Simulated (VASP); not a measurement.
# Ir (C2/m) in VASP: single point with PBEsol

Aim: the single point of Ir with PBEsol.

Everything below comes from runs of VASP 6.6.1. Logs are shortened: lines on timing, memory, paths and dates and some standing lists are left out, and cuts for length are marked.

## (1) The cell of the first run

Symmetry: C2/m, No. 12, monoclinic system. The conventional cell has a = 4.451 Å, b = 2.922 Å, c = 2.597 Å, α = 90.00°, β = 124.16°, γ = 90.00°. Within 3.4 Å of Ir (site symmetry 2/m) lie 12 Ir at 2.60 to 2.92 Å.

## (2) Single point, PBEsol (strained)

File INCAR:

```
PREC = Accurate
ENCUT = 520
EDIFF = 1E-6
ISMEAR = 0
SIGMA = 0.1
LREAL = F
LASPH = T
NELM = 60
ALGO = Fast
ISIF = 2
LWAVE = F
LCHARG = F
GGA = PS
NBANDS = 10
```

File KPOINTS:

```
regular mesh
0
Gamma
  18 16 16
```

File POSCAR:

```
Ir
1.0
    0.0345162060      1.8360970650      1.8360970650
    1.8594598140     -0.0979238970      1.9685371680
    1.8594598140      1.9685371680     -0.0979238970
Ir
1
Direct
    0.0000000000      0.0000000000      0.0000000000
```

Potentials or basis: VASP PAW PBE potentials, release 64 (Ir).

Started as:

```
$ cat potpaw_PBE.64/Ir/POTCAR > POTCAR
$ mpirun -np 1 vasp_std > vasp.out
```

OUTCAR:

```text
PREC = Accurate
   ENCUT = 520
   EDIFF = 1E-6
   ISMEAR = 0
   LREAL = F
   LASPH = T
   NELM = 60
   ISIF = 2
   GGA = PS

 ion  position               nearest neighbor table
   1  0.000  0.000  0.000-

  LATTYP: Found a base centered monoclinic cell.
 ALAT       =     4.4511867937
 B/A-ratio  =     0.6565478825
 C/A-ratio  =     0.5834090744
 COS(beta)  =    -0.5614418478

  Lattice vectors:

 A1 = (   1.8249436080,  -1.9340209620,   0.1324401030)
 A2 = (   1.8249436080,   0.1324401030,  -1.9340209620)
 A3 = (   0.0345162060,   1.8360970650,   1.8360970650)

Analysis of symmetry for initial positions (statically):
=====================================================================
 Subroutine PRICEL returns:
 Original cell was already a primitive cell.

 Routine SETGRP: Setting up the symmetry group for a
 base centered monoclinic supercell.

 Subroutine GETGRP returns: Found  4 space group operations
 (whereof  4 operations were pure point group operations)
 out of a pool of  4 trial point group operations.

The static configuration has the point symmetry C_2h.

Analysis of symmetry for dynamics (positions and initial velocities):
=====================================================================
 Subroutine PRICEL returns:
 Original cell was already a primitive cell.

 Routine SETGRP: Setting up the symmetry group for a
 base centered monoclinic supercell.

 Subroutine GETGRP returns: Found  4 space group operations
 (whereof  4 operations were pure point group operations)
 out of a pool of  4 trial point group operations.

The dynamic configuration has the point symmetry C_2h.

 Subroutine INISYM returns: Found  4 space group operations
 (whereof  4 operations are pure point group operations),
 and found     1 'primitive' translations

----------------------------------------------------------------------------------------

                                     Primitive cell

  volume of cell :      13.9770

  direct lattice vectors                    reciprocal lattice vectors
     0.034516206  1.836097065  1.836097065    -0.276565299  0.274916290  0.274916290
     1.859459814 -0.097923897  1.968537168     0.271462168 -0.244511121  0.239407990
     1.859459814  1.968537168 -0.097923897     0.271462168  0.239407990 -0.244511121

  length of vectors
     2.596862767  2.709671285  2.709671285     0.477122937  0.436799247  0.436799247

  position of ions in fractional coordinates (direct lattice)
     0.000000000  0.000000000  0.000000000

  ion indices of the primitive-cell ions
   primitive index   ion index
                 1           1

----------------------------------------------------------------------------------------

 KPOINTS: regular mesh

Automatic generation of k-mesh.
 Grid dimensions read from file:
 generate k-points for:   18   16   16

 Generating k-lattice:

  Cartesian coordinates                     Fractional coordinates (reciprocal lattice)
    -0.015364739  0.015273127  0.015273127     0.055555556  0.000000000  0.000000000
     0.016966386 -0.015281945  0.014962999     0.000000000  0.062500000  0.000000000
     0.016966386  0.014962999 -0.015281945     0.000000000  0.000000000  0.062500000

  Length of vectors
     0.026506830  0.027299953  0.027299953

  Shift w.r.t. Gamma in fractional coordinates (k-lattice)
     0.000000000  0.000000000  0.000000000

 Subroutine IBZKPT returns following result:
 ===========================================

 Found   1234 irreducible k-points:

 Following reciprocal coordinates:
            Coordinates               Weight
  0.000000  0.000000  0.000000      1.000000
  0.055556 -0.000000 -0.000000      2.000000
  0.111111 -0.000000 -0.000000      2.000000
  0.166667  0.000000  0.000000      2.000000
  0.222222  0.000000  0.000000      2.000000
  0.277778  0.000000  0.000000      2.000000
[... 16 lines left out ...]
 -0.333333  0.062500 -0.000000      4.000000
 -0.277778  0.062500 -0.000000      4.000000
 [... further k-points ...]
   k-points           NKPTS =   1234   k-points in BZ     NKDIM =   1234   number of bands    NBANDS=     10
   number of dos      NEDOS =    301   number of ions     NIONS =      1
   total plane-waves  NPLWV =   8000
   dimension x,y,z NGX =    20 NGY =   20 NGZ =   20
   dimension x,y,z NGXF=    40 NGYF=   40 NGZF=   40
   ions per type =               1
   NGX,Y,Z   is equivalent  to a cutoff of  12.80, 12.27, 12.27 a.u.
   NGXF,Y,Z  is equivalent  to a cutoff of  25.61, 24.54, 24.54 a.u.
 SYSTEM =  unknown system
   PREC   = accura    normal or accurate (medium, high low for compatibility)
   ISTART =      0    job   : 0-new  1-cont  2-samecut
   ICHARG =      2    charge: 1-file 2-atom 10-const
   ISPIN  =      1    spin polarized calculation?
   LNONCOLLINEAR =      F non collinear calculations
   LSORBIT =      F    spin-orbit coupling
   LASPH  =      T    aspherical Exc in radial PAW
   ENCUT  =  520.0 eV  38.22 Ry    6.18 a.u.   4.83  5.04  5.04*2*pi/ulx,y,z
   NELM   =     60;   NELMIN=  2; NELMDL= -5     # of ELM steps
   EDIFF  = 0.1E-05   stopping-criterion for ELM
   LREAL  =      F    real-space projection
   EDIFFG = 0.1E-04   stopping-criterion for IOM
   NSW    =      0    number of steps for IOM
   IBRION =     -1    ionic relax: 0-MD 1-quasi-New 2-CG
   NFREE  =      0    steps in history (QN), initial steepest desc. (CG)
   ISIF   =      2    stress and relaxation
   ISYM   =      2    0-nonsym 1-usesym 2-fastsym
   POTIM  = 0.5000    time-step for ionic-motion
   TEBEG  =    0.0;   TEEND  =   0.0 temperature during run
   PSTRESS=    0.0 pullay stress
   NELECT =       9.0000    total number of electrons
   NUPDOWN=      -1.0000    fix difference up-down
   EMIN   =  10.00;   EMAX   =-10.00  energy-range for DOS
   EFERMI =   0.00;   METHOD = LEGACY
   ISMEAR =     0;   SIGMA  =   0.10  broadening in eV -4-tet -1-fermi 0-gaus
   EFERMI_NEDOS =   21; number of points for ismear=-14 and -15
   IALGO  =     68    algorithm
   IMIX   =      4    mixing-type and parameters
     AMIX     =   0.40;   BMIX     =  1.00
     AMIX_MAG =   1.60;   BMIX_MAG =  1.00
  volume/ion in A,a.u.               =      13.98        94.32
  Fermi-wavevector in a.u.,A,eV,Ry     =   1.413680  2.671468 27.191127  1.998491
  Thomas-Fermi vector in A             =   2.535301
   LORBIT       =      0    0 simple, 1 ext, 2 COOP (PROOUT), +10 PAW based schemes
   GGA     = PS    functional components
   LHFCALC =     F    Hartree Fock is set to
   AEXX    =    0.0000 exact exchange contribution
   IVDW    =     0    specifies the selected vdW correction
   LEPSILON=     F    determine dielectric tensor
   LRPA    =     F    only Hartree local field effects (RPA)
 non-spin polarized calculation
 RMM-DIIS sequential band-by-band and
 Gauss-broadening in eV      SIGMA  =   0.10
  energy-cutoff  :      520.00
  volume of cell :       13.98
 maximum number of plane-waves:       392
   NGX =  9   NGY = 11   NGZ = 11

 number of electron       9.0000001 magnetization

 Free energy of the ion-electron system (eV)
  ---------------------------------------------------
  ext. energy  EPLUGINS =         0.00000000
  ---------------------------------------------------
  free energy    TOTEN  =        -9.63989599 eV

  energy without entropy =       -9.63409108  energy(sigma->0) =       -9.63699354

 E-fermi :  10.3737     XC(G=0): -14.1601

 val. band max:       10.3734467215   @ k =   0.2222   0.3125   0.1250
 cond. band min:      10.3741425839   @ k =   0.5000  -0.4375   0.1250
 fundamental gap:      0.0006958624
 Fermi energy:        10.3736858883

 k-point     1 :       0.0000    0.0000    0.0000
  band No.  band energies     occupation
      1      -0.8590      2.00000
      2       5.4352      2.00000
      3       6.4513      2.00000
      4       7.3184      2.00000
      5       8.9215      2.00000
      6       9.9688      2.00000
      7      24.7152      0.00000
      8      28.1384      0.00000
      9      31.3965      0.00000
     10      32.3348      0.00000

 k-point     2 :       0.0556   -0.0000   -0.0000
  band No.  band energies     occupation
      1      -0.6998      2.00000
      2       5.5183      2.00000
      3       6.5490      2.00000
      4       7.2132      2.00000
      5       8.8417      2.00000
      6       9.8764      2.00000
      7      25.0116      0.00000
      8      28.4179      0.00000
      9      31.1214      0.00000
     10      31.6825      0.00000

 k-point     3 :       0.1111   -0.0000   -0.0000
  band No.  band energies     occupation
      1      -0.2380      2.00000
      2       5.7404      2.00000
      3       6.7236      2.00000
      4       7.0507      2.00000
      5       8.6509      2.00000
      6       9.6301      2.00000
      7      25.7771      0.00000
      8      29.2202      0.00000
      9      29.4100      0.00000
     10      32.2866      0.00000

 k-point     4 :       0.1667    0.0000    0.0000
  band No.  band energies     occupation
      1       0.4712      2.00000
      2       5.9998      2.00000
      3       6.4744      2.00000
      4       7.4091      2.00000
      5       8.5004      2.00000
      6       9.3188      2.00000
      7      26.2903      0.00000
      8      28.3442      0.00000
      9      30.4432      0.00000
     10      33.2244      0.00000

 k-point     5 :       0.2222    0.0000    0.0000
  band No.  band energies     occupation
      1       1.3007      2.00000
      2       6.1041      2.00000
      3       6.2560      2.00000
      4       7.8554      2.00000
      5       8.6303      2.00000
      6       9.1507      2.00000
      7      25.3306      0.00000
      8      28.7181      0.00000
      9      31.8918      0.00000
     10      34.2295      0.00000

 k-point     6 :       0.2778    0.0000    0.0000
  band No.  band energies     occupation
      1       2.0069      2.00000
      2       5.9605      2.00000
      3       6.4405      2.00000
      4       7.9009      2.00000
      5       9.1538      2.00000
      6       9.5294      2.00000
      7      23.9912      0.00000
      8      28.2746      0.00000
      9      32.7108      0.00000
     10      34.6482      0.00000
[... 183 lines left out ...]
 k-point    21 :      -0.4444    0.0625   -0.0000
  band No.  band energies     occupation
      1       2.4519      2.00000
      2       5.2307      2.00000
      3       7.2261      2.00000
      4       9.5623      2.00000
      5      11.5396      0.00000
      6      12.4169      0.00000
      7      19.2709      0.00000
      8      23.9180      0.00000
      9      27.8284      0.00000
     10      31.0504      0.00000

 k-point    22 :      -0.3889    0.0625    0.0000
  band No.  band energies     occupation
      1       2.5061      2.00000
      2       5.3771      2.00000
      3       7.3419      2.00000
      4       8.6626      2.00000
      5      10.9184      0.00000
      6      11.8476      0.00000
      7      20.5619      0.00000
      8      24.6217      0.00000
      9      28.3902      0.00000
     10      32.1646      0.00000

 k-point    23 :      -0.3333    0.0625   -0.0000
  band No.  band energies     occupation
      1       2.5238      2.00000
      2       5.6120      2.00000
      3       7.4297      2.00000
      4       7.5574      2.00000
      5      10.0800      1.99997
      6      11.0839      0.00000
      7      22.1253      0.00000
      8      25.9744      0.00000
      9      29.4695      0.00000
     10      33.8482      0.00000

 k-point    24 :      -0.2778    0.0625   -0.0000
  band No.  band energies     occupation
      1       2.3184      2.00000
      2       5.8348      2.00000
      3       6.5153      2.00000
      4       7.8239      2.00000
      5       9.2175      2.00000
      6      10.2750      1.83736
      7      23.5520      0.00000
      8      27.7126      0.00000
      9      30.6623      0.00000
     10      34.3875      0.00000

 [... further k-points ...]
[... 5 lines left out ...]
  --------------------------------------------------------------------------------------
  -------------------------------------------------------------------------------------
  Total        1.2204752      0.5350854      0.5350854     -0.4836162      2.2060542     -0.4836164
  in kB      139.9026706     61.3366622     61.3366622    -55.4367682    252.8792562    -55.4367852
  external PRESSURE =      87.5253317 kB  Pullay stress =       0.0000000 kB

 VOLUME and BASIS-vectors are now :
 -----------------------------------------------------------------------------
  energy-cutoff  :      520.00
  volume of cell :       13.98
      direct lattice vectors                 reciprocal lattice vectors
     0.034516206  1.836097065  1.836097065    -0.276565299  0.274916290  0.274916290
     1.859459814 -0.097923897  1.968537168     0.271462168 -0.244511121  0.239407990
     1.859459814  1.968537168 -0.097923897     0.271462168  0.239407990 -0.244511121

 POSITION                                       TOTAL-FORCE (eV/Angst)
 -----------------------------------------------------------------------------------
      0.00000      0.00000      0.00000         0.000000      0.000000      0.000000
 -----------------------------------------------------------------------------------
    total drift:                                0.000000     -0.000000     -0.000000

  FREE ENERGIE OF THE ION-ELECTRON SYSTEM (eV)
  ---------------------------------------------------
  free  energy   TOTEN  =        -9.6398959901 eV

  energy  without entropy=       -9.6340910838  energy(sigma->0) =       -9.63699354
```

It took 87 s on 1 thread of Intel Xeon 6975P-C (Granite Rapids), shared host; peak memory 0.29 GiB.

Results:

```
Free energy : -9.6399 eV
Pressure    : 8.8 GPa
```

Stress tensor (GPa, compression positive):
```
13.99 -5.54 -5.54
-5.54  6.13 25.29
-5.54 25.29  6.13
```

Levels at points of the mesh, in eV from the Fermi level:
```tsv
k point	band 1	band 2	band 3	band 4	band 5	band 6	band 7	band 8
(0.00, 0.00, 0.00)	-11.23	-4.94	-3.92	-3.06	-1.45	-0.40	14.34	17.76
(0.50, 0.00, 0.00)	-8.06	-5.16	-3.17	0.10	1.17	1.50	8.70	13.19
(0.00, 0.50, 0.00)	-8.34	-4.28	-3.36	-1.27	-0.04	1.46	6.83	14.52
(0.50, 0.50, 0.00)	-8.02	-7.36	0.40	1.45	1.67	1.86	10.46	11.78
(0.00, 0.50, 0.50)	-8.01	-7.52	1.01	1.57	1.82	2.57	9.03	11.77
(0.50, 0.50, 0.50)	-8.11	-5.29	-2.75	-0.33	0.84	1.43	8.15	13.55
```

Caveat: the cell differs from its parent crystal (strained); the PAW data sets were made with another functional, which shifts forces and pressure a little; spin-orbit coupling is left out, which moves the levels of the heavy elements.
